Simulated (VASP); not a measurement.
Rh, 2 atoms in the cell. The structure is hexagonal, space group P6_3/mmc (No. 194). The conventional cell has a = 2.692 Å, b = 2.692 Å, c = 4.334 Å, α = 90.00°, β = 90.00°, γ = 120.00°. Within 3.5 Å of Rh (site symmetry -6m2) lie 12 Rh at 2.67 to 2.69 Å. This isn't the form of Rh at room conditions, which is fcc.

- Program: VASP 6.6.1
- Task: single point
- Functional: PBEsol
- Potentials or basis: VASP PAW PBE potentials, release 64 (Rh_pv)
- Cutoff: 520 eV
- k mesh: 18 × 18 × 10
- Occupations: gaussian, width 0.1 eV
- Spin: no spin polarisation
- Dipole correction: no
- Further INCAR settings: ALGO = Fast; EDIFF = 1e-07; NBANDS = 22

Potentials or basis: VASP PAW PBE potentials, release 64 (Rh_pv).

Command:

```sh
$ cat potpaw_PBE.64/Rh_pv/POTCAR > POTCAR
$ mpirun -np 1 vasp_std > vasp.out
```

Hardware: 1 thread of Intel(R) Xeon(R) 6975P-C (Granite Rapids) (shared host).

Task: Estimate the wall time of this run.

Result: Wall time 52 s on 1 thread of Intel(R) Xeon(R) 6975P-C (Granite Rapids), with other jobs on the host, peak memory 0.21 GiB. Counts: scf iterations 14, k points 222.
